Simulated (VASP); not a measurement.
Runs of VASP 6.6.1 on In2BiP. The structure is that of space group P-4m2 (No. 115), or close to it. The cells are those of the table. 

```tsv
level	cell	gap on the mesh (eV)	pressure (GPa)	largest force (eV/Å)
PBE	a = 4.509, b = 4.509, c = 6.450 Å, 4 atoms	none	0.0	-
PBE	a = 4.554, b = 4.554, c = 6.514 Å, 4 atoms	none	-1.2	(b)
PBE	a = 4.598, b = 4.598, c = 6.576 Å, 4 atoms	none	-2.1	0.02
r2SCAN	a = 4.368, b = 4.368, c = 6.237 Å, 4 atoms	none	3.4	(a)
PBE	a = 4.464, b = 4.464, c = 6.385 Å, 4 atoms	none	1.3	0.02
```

Alike in all rows: task single point; potentials or basis VASP PAW PBE potentials, release 64 (P, In_d, Bi_d); no spin polarisation; k mesh 6 × 6 × 4; cutoff (eV) 520; smearing fermi-dirac 0.02 eV.

Problem. Estimate the missing entries.

Solution. (a) 0.07; (b) 0.01.

Caveats: spin-orbit coupling is left out, which moves the levels of the heavy elements; the PAW data sets were made with another functional, which shifts forces and pressure a little (some runs).

A k mesh can miss the band edges, and the runs leave out spin-orbit coupling on Bi, In.

A gap of «none» marks levels without a gap at the run's occupations.
